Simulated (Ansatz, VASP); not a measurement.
Two plane-wave programs on Pt

```
CELL_PARAMETERS angstrom
0.00000 1.93918 1.93918
1.93918 0.00000 1.93918
1.93918 1.93918 0.00000
ATOMIC_POSITIONS crystal
Pt 0.00000 0.00000 0.00000
```

Alike in both runs: task single point; functional revPBE; k mesh 22 × 22 × 22; occupations fermi-dirac, width 0.1 eV; no spin polarisation.

```csv
,VASP,Ansatz
version,VASP 6.6.1,Ansatz 0.2.0
potentials or method,"VASP PAW PBE potentials, release 64 (Pt), cutoff 520 eV","plane waves (420 eV) with PAW, scalar-relativistic"
valence electrons in the cell,10,18
```

|  | VASP | Ansatz | Ansatz less VASP |
| --- | --- | --- | --- |
| pressure (GPa) | 23.9 | 24.6 | +0.63 |

VASP's potentials were made for PBE, not for revPBE. VASP's potentials hold 10 valence electrons a cell and Ansatz's 18, so a difference there can come from the potentials and not from the codes.

Spin-orbit coupling is off throughout.
